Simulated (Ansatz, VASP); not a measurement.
**One calculation of Bi, two programs**

```
CELL_PARAMETERS angstrom
2.25228 1.30036 3.91157
-2.25228 1.30036 3.91157
0.00000 -2.60071 3.91157
ATOMIC_POSITIONS crystal
Bi 0.76600 0.76600 0.76600
Bi 0.23400 0.23400 0.23400
```

Alike in both runs: task single point; functional r2SCAN; k mesh 7 × 7 × 7; occupations fermi-dirac, width 0.05 eV; no spin polarisation.

```csv
,VASP,Ansatz
version,VASP 6.6.1,Ansatz 0.2.0
potentials or method,"VASP PAW PBE potentials, release 64 (Bi_d)",Ansatz PAW
plane-wave cutoff (eV),520,500
valence electrons in the cell,30,30
```

|  | VASP | Ansatz | Ansatz less VASP |
| --- | --- | --- | --- |
| gap on the k mesh at the Fermi level (eV) | 0.30 | 0.30 | -0.001 |
| least direct gap on the mesh (eV) | 0.64 | 0.64 | +0.002 |
| pressure (GPa) | 2.3 | 2.3 | +0.04 |
| rms of the force components (eV/Å) | 0.074 | 0.069 | -0.0049 |

VASP's potentials were made for PBE, not for r2SCAN. Atom by atom the forces differ by 0.005 eV/Å (rms over components). The functional is the same, so the differences come from potentials, cutoffs and numerics.

Neither program's run includes spin-orbit coupling. Noted on Ansatz's run: odd divisions of the mesh miss points on the zone boundary, where band edges often lie, so the gap on the mesh can be too wide.
